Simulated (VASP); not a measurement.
# GaN (P4mm) in VASP: notebook

The runs below take GaN through single point, with PBE.

Everything below comes from runs of VASP 6.6.1. Logs are shortened: lines on timing, memory, paths and dates and some standing lists are left out, and cuts for length are marked.

## Step 1: The cell of the first run

The structure is tetragonal, space group P4mm (No. 99). The conventional cell has a = 3.482 Å, b = 3.482 Å, c = 7.261 Å, α = 90.00°, β = 90.00°, γ = 90.00°. Within 2.6 Å of Ga (site symmetry 4mm) lie 4 N at 1.99 Å and 1 Ga at 2.51 Å. Ga (site symmetry 4mm) has 1 N at 1.97 Å within 2.6 Å. Ga (site symmetry 4mm) has 5 Ga at 2.51 to 2.77 Å within 3.3 Å. N (site symmetry 4mm) has 4 N at 1.83 Å and 1 Ga at 1.97 Å within 2.4 Å. Within 2.5 Å of N (site symmetry 2mm) lie 6 N at 1.83 to 2.46 Å and 2 Ga at 1.99 Å.

The cell was built from a structure type or drawn by symmetry, and may not be a known phase.

## Step 2: Single point, PBE

Input file INCAR:

```
SYSTEM = GaN
ALGO = Normal
EDIFF = 1E-7
ENCUT = 520
GGA = PE
ISIF = 2
ISMEAR = 0
LASPH = .TRUE.
LCHARG = .FALSE.
LREAL = .FALSE.
LWAVE = .FALSE.
NBANDS = 36
NELM = 100
PREC = Accurate
SIGMA = 0.1
```

Input file KPOINTS:

```
k-points
0
G
  10 10 6
  0 0 0
```

Input file POSCAR:

```
GaN
1.0
    3.4822389858      0.0000000000      0.0000000000
    0.0000000000      3.4822389858      0.0000000000
    0.0000000000      0.0000000000      7.2609387211
Ga N
3 3
Direct
    0.5000000000      0.5000000000      0.0637265003
    0.0000000000      0.0000000000      0.5452240694
    0.5000000000      0.5000000000      0.7186544523
    0.0000000000      0.0000000000      0.2733336926
    0.0000000000      0.5000000000      0.1969543776
    0.5000000000      0.0000000000      0.1969543776
```

Potentials or basis: VASP PAW PBE potentials, release 64 (Ga_d, N).

Started as:

```
$ cat potpaw_PBE.64/Ga_d/POTCAR potpaw_PBE.64/N/POTCAR > POTCAR
$ mpirun -np 1 vasp_std > vasp.out
```

OUTCAR:

```text
SYSTEM = GaN
   EDIFF = 1E-7
   ENCUT = 520
   GGA = PE
   ISIF = 2
   ISMEAR = 0
   LASPH = .TRUE.
   LREAL = .FALSE.
   NELM = 100
   PREC = Accurate

 ion  position               nearest neighbor table
   1  0.500  0.500  0.064-   5 1.99   6 1.99   6 1.99   5 1.99   3 2.51
   2  0.000  0.000  0.545-   4 1.97   3 2.77   3 2.77   3 2.77   3 2.77
   3  0.500  0.500  0.719-   1 2.51   2 2.77   2 2.77   2 2.77   2 2.77
   4  0.000  0.000  0.273-   2 1.97
   5  0.000  0.500  0.197-   1 1.99   1 1.99
   6  0.500  0.000  0.197-   1 1.99   1 1.99

  LATTYP: Found a simple tetragonal cell.
 ALAT       =     3.4822389858
 C/A-ratio  =     2.0851350958

  Lattice vectors:

 A1 = (   3.4822389858,   0.0000000000,   0.0000000000)
 A2 = (   0.0000000000,   3.4822389858,   0.0000000000)
 A3 = (   0.0000000000,   0.0000000000,   7.2609387211)

Analysis of symmetry for initial positions (statically):
=====================================================================
 Subroutine PRICEL returns:
 Original cell was already a primitive cell.

 Routine SETGRP: Setting up the symmetry group for a
 simple tetragonal supercell.

 Subroutine GETGRP returns: Found  8 space group operations
 (whereof  8 operations were pure point group operations)
 out of a pool of 16 trial point group operations.

The static configuration has the point symmetry C_4v.

Analysis of symmetry for dynamics (positions and initial velocities):
=====================================================================
 Subroutine PRICEL returns:
 Original cell was already a primitive cell.

 Routine SETGRP: Setting up the symmetry group for a
 simple tetragonal supercell.

 Subroutine GETGRP returns: Found  8 space group operations
 (whereof  8 operations were pure point group operations)
 out of a pool of 16 trial point group operations.

The dynamic configuration has the point symmetry C_4v.

 Subroutine INISYM returns: Found  8 space group operations
 (whereof  8 operations are pure point group operations),
 and found     1 'primitive' translations

----------------------------------------------------------------------------------------

                                     Primitive cell

  volume of cell :      88.0461

  direct lattice vectors                    reciprocal lattice vectors
     3.482238986  0.000000000  0.000000000     0.287171559  0.000000000  0.000000000
     0.000000000  3.482238986  0.000000000     0.000000000  0.287171559  0.000000000
     0.000000000  0.000000000  7.260938721     0.000000000  0.000000000  0.137723239

  length of vectors
     3.482238986  3.482238986  7.260938721     0.287171559  0.287171559  0.137723239

  position of ions in fractional coordinates (direct lattice)
     0.500000000  0.500000000  0.063726500
     0.000000000  0.000000000  0.545224069
     0.500000000  0.500000000  0.718654452
     0.000000000  0.000000000  0.273333693
     0.000000000  0.500000000  0.196954378
     0.500000000  0.000000000  0.196954378

  ion indices of the primitive-cell ions
   primitive index   ion index
                 1           1
                 2           2
                 3           3
                 4           4
                 5           5
                 6           6

----------------------------------------------------------------------------------------

 KPOINTS: k-points

Automatic generation of k-mesh.
 Grid dimensions read from file:
 generate k-points for:   10   10    6

 Generating k-lattice:

  Cartesian coordinates                     Fractional coordinates (reciprocal lattice)
     0.028717156  0.000000000  0.000000000     0.100000000  0.000000000  0.000000000
     0.000000000  0.028717156  0.000000000     0.000000000  0.100000000  0.000000000
     0.000000000  0.000000000  0.022953873     0.000000000  0.000000000  0.166666667

  Length of vectors
     0.028717156  0.028717156  0.022953873

  Shift w.r.t. Gamma in fractional coordinates (k-lattice)
     0.000000000  0.000000000  0.000000000

 Subroutine IBZKPT returns following result:
 ===========================================

 Found     84 irreducible k-points:

 Following reciprocal coordinates:
            Coordinates               Weight
  0.000000  0.000000  0.000000      1.000000
  0.100000  0.000000  0.000000      4.000000
  0.200000  0.000000  0.000000      4.000000
  0.300000  0.000000  0.000000      4.000000
  0.400000  0.000000  0.000000      4.000000
  0.500000  0.000000  0.000000      2.000000
[... 16 lines left out ...]
  0.100000  0.000000  0.166667      8.000000
  0.200000  0.000000  0.166667      8.000000
 [... further k-points ...]
   k-points           NKPTS =     84   k-points in BZ     NKDIM =     84   number of bands    NBANDS=     36
   number of dos      NEDOS =    301   number of ions     NIONS =      6
   total plane-waves  NPLWV =  42336
   dimension x,y,z NGX =    28 NGY =   28 NGZ =   54
   dimension x,y,z NGXF=    56 NGYF=   56 NGZF=  108
   ions per type =               3   3
   NGX,Y,Z   is equivalent  to a cutoff of  13.37, 13.37, 12.36 a.u.
   NGXF,Y,Z  is equivalent  to a cutoff of  26.74, 26.74, 24.73 a.u.
 SYSTEM =  GaN
   PREC   = accura    normal or accurate (medium, high low for compatibility)
   ISTART =      0    job   : 0-new  1-cont  2-samecut
   ICHARG =      2    charge: 1-file 2-atom 10-const
   ISPIN  =      1    spin polarized calculation?
   LNONCOLLINEAR =      F non collinear calculations
   LSORBIT =      F    spin-orbit coupling
   LASPH  =      T    aspherical Exc in radial PAW
   ENCUT  =  520.0 eV  38.22 Ry    6.18 a.u.   6.47  6.47 13.50*2*pi/ulx,y,z
   NELM   =    100;   NELMIN=  2; NELMDL= -5     # of ELM steps
   EDIFF  = 0.1E-06   stopping-criterion for ELM
   LREAL  =      F    real-space projection
   EDIFFG = 0.1E-05   stopping-criterion for IOM
   NSW    =      0    number of steps for IOM
   IBRION =     -1    ionic relax: 0-MD 1-quasi-New 2-CG
   NFREE  =      0    steps in history (QN), initial steepest desc. (CG)
   ISIF   =      2    stress and relaxation
   ISYM   =      2    0-nonsym 1-usesym 2-fastsym
   POTIM  = 0.5000    time-step for ionic-motion
   TEBEG  =    0.0;   TEEND  =   0.0 temperature during run
   PSTRESS=    0.0 pullay stress
   NELECT =      54.0000    total number of electrons
   NUPDOWN=      -1.0000    fix difference up-down
   EMIN   =  10.00;   EMAX   =-10.00  energy-range for DOS
   EFERMI =   0.00;   METHOD = LEGACY
   ISMEAR =     0;   SIGMA  =   0.10  broadening in eV -4-tet -1-fermi 0-gaus
   EFERMI_NEDOS =   21; number of points for ismear=-14 and -15
   IALGO  =     38    algorithm
   IMIX   =      4    mixing-type and parameters
     AMIX     =   0.40;   BMIX     =  1.00
     AMIX_MAG =   1.60;   BMIX_MAG =  1.00
  volume/ion in A,a.u.               =      14.67        99.03
  Fermi-wavevector in a.u.,A,eV,Ry     =   1.390922  2.628461 26.322702  1.934664
  Thomas-Fermi vector in A             =   2.514811
   LORBIT       =      0    0 simple, 1 ext, 2 COOP (PROOUT), +10 PAW based schemes
   GGA     = PE    functional components
   LHFCALC =     F    Hartree Fock is set to
   AEXX    =    0.0000 exact exchange contribution
   IVDW    =     0    specifies the selected vdW correction
   LEPSILON=     F    determine dielectric tensor
   LRPA    =     F    only Hartree local field effects (RPA)
 non-spin polarized calculation
 Gauss-broadening in eV      SIGMA  =   0.10
  energy-cutoff  :      520.00
  volume of cell :       88.05
 maximum number of plane-waves:      2404
 NGX is ok and might be reduce to    28
   NGX = 13   NGY = 13   NGZ = 27

 number of electron      53.9999993 magnetization

 Free energy of the ion-electron system (eV)
  ---------------------------------------------------
  ext. energy  EPLUGINS =         0.00000000
  ---------------------------------------------------
  free energy    TOTEN  =       -26.88222933 eV

  energy without entropy =      -26.86930242  energy(sigma->0) =      -26.87576587

 E-fermi :   4.0830     XC(G=0): -10.4353

 val. band max:        4.0826258321   @ k =   0.2000   0.0000   0.1667
 cond. band min:       4.0954776108   @ k =   0.4000   0.3000   0.1667
 fundamental gap:      0.0128517787
 Fermi energy:         4.0830143212

 k-point     1 :       0.0000    0.0000    0.0000
  band No.  band energies     occupation
      1     -14.7545      2.00000
      2     -10.7938      2.00000
      3     -10.7591      2.00000
      4     -10.7433      2.00000
      5     -10.6122      2.00000
      6     -10.6108      2.00000
[... 28 lines left out ...]
     35      11.1118      0.00000
     36      12.5441      0.00000

 k-point     2 :       0.1000    0.0000    0.0000
  band No.  band energies     occupation
      1     -14.6761      2.00000
      2     -10.7861      2.00000
      3     -10.7614      2.00000
      4     -10.7463      2.00000
      5     -10.6387      2.00000
      6     -10.6205      2.00000
[... 28 lines left out ...]
     35      11.5420      0.00000
     36      11.8937      0.00000

 k-point     3 :       0.2000    0.0000    0.0000
  band No.  band energies     occupation
      1     -14.4484      2.00000
      2     -10.7831      2.00000
      3     -10.7692      2.00000
      4     -10.7660      2.00000
      5     -10.6877      2.00000
      6     -10.6460      2.00000
[... 28 lines left out ...]
     35      11.8421      0.00000
     36      12.4921      0.00000
[... 742 lines left out ...]
 k-point    23 :       0.1000    0.0000    0.1667
  band No.  band energies     occupation
      1     -14.6757      2.00000
      2     -10.7854      2.00000
      3     -10.7614      2.00000
      4     -10.7469      2.00000
      5     -10.6415      2.00000
      6     -10.6209      2.00000
[... 28 lines left out ...]
     35      11.5613      0.00000
     36      11.9153      0.00000

 k-point    24 :       0.2000    0.0000    0.1667
  band No.  band energies     occupation
      1     -14.4480      2.00000
      2     -10.7861      2.00000
      3     -10.7659      2.00000
      4     -10.7657      2.00000
      5     -10.6886      2.00000
      6     -10.6463      2.00000
[... 28 lines left out ...]
     35      11.8892      0.00000
     36      12.3996      0.00000

 [... further k-points ...]
[... 5 lines left out ...]
  --------------------------------------------------------------------------------------
  -------------------------------------------------------------------------------------
  Total        0.0618671      0.0618671      0.0509135      0.0000000      0.0000000      0.0000000
  in kB        1.1257972      1.1257972      0.9264742      0.0000000      0.0000000      0.0000000
  external PRESSURE =       1.0593562 kB  Pullay stress =       0.0000000 kB

 VOLUME and BASIS-vectors are now :
 -----------------------------------------------------------------------------
  energy-cutoff  :      520.00
  volume of cell :       88.05
      direct lattice vectors                 reciprocal lattice vectors
     3.482238986  0.000000000  0.000000000     0.287171559  0.000000000  0.000000000
     0.000000000  3.482238986  0.000000000     0.000000000  0.287171559  0.000000000
     0.000000000  0.000000000  7.260938721     0.000000000  0.000000000  0.137723239

 POSITION                                       TOTAL-FORCE (eV/Angst)
 -----------------------------------------------------------------------------------
      1.74112      1.74112      0.46271        -0.000000     -0.000000     -0.025199
      0.00000      0.00000      3.95884        -0.000000     -0.000000      0.007693
      1.74112      1.74112      5.21811        -0.000000      0.000000     -0.001206
      0.00000      0.00000      1.98466        -0.000000     -0.000000      0.001455
      0.00000      1.74112      1.43007        -0.000000     -0.000000      0.008628
      1.74112      0.00000      1.43007         0.000000     -0.000000      0.008628
 -----------------------------------------------------------------------------------
    total drift:                                0.000000      0.000000      0.001263

  FREE ENERGIE OF THE ION-ELECTRON SYSTEM (eV)
  ---------------------------------------------------
  free  energy   TOTEN  =       -26.8822293260 eV

  energy  without entropy=      -26.8693024230  energy(sigma->0) =      -26.87576587
```

It took 5.9 min on 1 thread of Intel Xeon 8259CL, shared host; peak memory 0.33 GiB.

What came out:

```yaml
Free_energy: -26.8822 eV
Pressure: 0.1 GPa
Largest_force: 0.025 eV/Å
Band_gap_on_the_k_mesh: zero (bands 27 and 28 overlap by 0.57 eV)
```

Forces on the atoms (eV/Å):
```
Ga   0.000  0.000 -0.025
Ga   0.000  0.000  0.008
Ga   0.000  0.000 -0.001
N    0.000  0.000  0.001
N    0.000  0.000  0.009
N    0.000  0.000  0.009
```

Levels at points of the mesh, in eV from the Fermi level:
```csv
k point,band 24,band 25,band 26,band 27,band 28,band 29,band 30,band 31
"(0.00, 0.00, 0.00)",-1.37,-1.32,-1.32,-0.66,2.60,2.60,3.26,4.54
"(0.50, 0.00, 0.00)",-3.00,-2.83,-1.50,-0.62,1.94,2.54,2.82,4.06
"(0.50, 0.50, 0.00)",-2.00,-2.00,-1.89,-0.17,0.87,1.23,2.43,2.43
"(0.00, 0.00, 0.50)",-1.33,-1.33,-0.67,-0.29,2.47,2.47,3.19,4.55
"(0.50, 0.00, 0.50)",-3.00,-2.82,-2.03,-1.46,1.61,2.61,3.19,4.50
"(0.50, 0.50, 0.50)",-1.77,-1.64,-1.64,0.30,0.87,1.23,2.19,2.19
```

Caveat: semilocal functionals underestimate gaps, so a narrow gap can read as zero.

(Part 1 of 2 ends here.)
